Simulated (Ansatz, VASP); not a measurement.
Zr3SiO: VASP beside Ansatz

```
Zr Si O
1.0
     4.39479    0.00000    0.00000
     0.00000    4.39479    0.00000
     0.00000    0.00000    4.39479
Zr Si O
3 1 1
Direct
  0.50000 0.00000 0.50000
  0.00000 0.50000 0.50000
  0.50000 0.50000 0.00000
  0.00000 0.00000 0.00000
  0.50000 0.50000 0.50000
```

Change from the starting cell: species swapped into the La3TlC type (Pm-3m, No. 221).

Alike in both runs: functional PBE; k mesh 8 × 8 × 8; occupations gaussian, width 0.1 eV; no spin polarisation.

Ansatz relaxed the structure, and its values are those at the end. VASP's run is a single point on that final structure, the one shown.

|  | VASP | Ansatz |
| --- | --- | --- |
| version | VASP 6.6.1 | Ansatz 0.2.0 |
| potentials or method | VASP PAW PBE potentials, release 64 (Zr_sv, Si, O), cutoff 520 eV | scalar-relativistic, plane waves, PAW |
| valence electrons in the cell | 46 | 46 |

VASP gave:

| Property | Result |
| --- | --- |
| gap on the k mesh at the Fermi level (eV) | none |
| pressure (GPa) | 0.1 |

Task: What did Ansatz give for the same quantities?

Result: gap on the k mesh at the Fermi level (eV): none; pressure (GPa): 0.0.

A gap of «none» marks a metal or a gap that the smearing closes.
